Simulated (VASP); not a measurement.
Here is a VASP 6.6.1 calculation.

File INCAR:

```
PREC     = Accurate       # precision mode
ENCUT    = 600            # plane-wave cutoff, eV
EDIFF    = 1E-6           # SCF threshold, eV
ISMEAR   = 0              # smearing method
SIGMA    = 0.2            # smearing width, eV
LREAL    = False          # projectors in reciprocal space
LASPH    = True           # aspherical terms in the spheres
NELM     = 100            # most SCF steps
ALGO     = Normal         # electronic algorithm
ISIF     = 3              # what is computed and relaxed
LWAVE    = False          # write WAVECAR
LCHARG   = False          # write CHGCAR
GGA      = PE             # functional
IBRION   = 2              # ionic algorithm
NSW      = 36             # ionic steps
EDIFFG   = -0.08          # ionic threshold
```

KPOINTS

```
Automatic mesh
0
Gamma
  4 4 3
```

File POSCAR:

```
Ti5SiMo
1.0
    3.7680075600      0.0000000000      0.0000000000
    0.0000000000      3.7680075600      0.0000000000
    0.0000000000      0.0000000000      6.7220879700
Ti Si Mo
5 1 1
Direct
    0.0000000000      0.5000000000      0.2907957700
    0.0000000000      0.5000000000      0.7092042300
    0.5000000000      0.0000000000      0.2907957700
    0.5000000000      0.0000000000      0.7092042300
    0.0000000000      0.0000000000      0.0000000000
    0.0000000000      0.0000000000      0.5000000000
    0.5000000000      0.5000000000      0.0000000000
```

Potentials or basis: VASP PAW PBE potentials, release 64 (Ti_sv, Si, Mo_sv).

Launch:

```bash
$ cat potpaw_PBE.64/Ti_sv/POTCAR potpaw_PBE.64/Si/POTCAR potpaw_PBE.64/Mo_sv/POTCAR > POTCAR
$ mpirun -np 1 vasp_std > vasp.out
```

What does it give for the band gap on the k mesh?

Zero (bands 39 and 40 overlap by 0.63 eV).

What does it give for the relaxed volume?

17.29 Å³/atom.

Estimate the space group after relaxing (to 0.1 Å).

P4/mmm (No. 123).

Stress tensor (GPa, compression positive):
```
 0.27  0.00  0.00
 0.00  0.27  0.00
 0.00  0.00 -0.68
```

Caveat: the k points lie up to 0.36 Å⁻¹ apart in the final cell, too coarse for converged energies and pressures of a metal; the volume moved by over 15 % at a fixed basis, so the end points are rough.
